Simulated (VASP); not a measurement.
SnTe (CsCl type): density of states with PBE

The system is SnTe (CsCl type).

```
CELL_PARAMETERS angstrom
3.18603 0.00000 0.00000
0.00000 3.18603 0.00000
0.00000 0.00000 3.18603
ATOMIC_POSITIONS crystal
Sn 0.00000 0.00000 0.00000
Te 0.50000 0.50000 0.50000
```

This cell differs from its parent crystal: volume scaled by 0.55.

| Quantity | Value |
| --- | --- |
| Program | VASP 6.6.1 |
| Task | density of states |
| Functional | PBE |
| Potentials or basis | VASP PAW PBE potentials, release 64 (Sn_d, Te) |
| Cutoff | 520 eV |
| k mesh | 13 × 13 × 13 |
| Occupations | fermi-dirac, width 0.05 eV |
| Spin | no spin polarisation |
| Dipole correction | no |
| k mesh for the DOS | 20 × 20 × 20 |
| Occupations for the DOS | tetrahedron |
| Further INCAR settings | ALGO = Normal; EDIFF = 1e-06 |

The valence electrons inside the program's atomic spheres are Sn 12.83; Te 3.77.

Levels at points of the mesh, in eV from the Fermi level:
```
           k point  band 6  band 7  band 8  band 9  band 10  band 11  band 12  band 13  band 14
(0.00, 0.00, 0.00)  -18.54   -3.84   -3.84   -3.84    -2.30     1.83     1.83    10.81    10.81
(0.50, 0.00, 0.00)  -15.50  -13.12   -0.33   -0.33     1.85     2.23     2.23     2.60     3.54
(0.50, 0.50, 0.00)  -12.20   -9.77   -9.77   -8.23     0.81     4.88     4.88     5.07     7.56
(0.50, 0.50, 0.50)  -10.57   -5.93   -5.93   -5.93    -4.77    -4.29    -4.29    -4.29    20.15
```

It took 63 s on 1 thread of AMD EPYC 7R13 Processor (Zen 3), on a shared host, peak memory 0.23 GiB.

Caveat: spin-orbit coupling is left out, which moves the levels of the heavy elements.
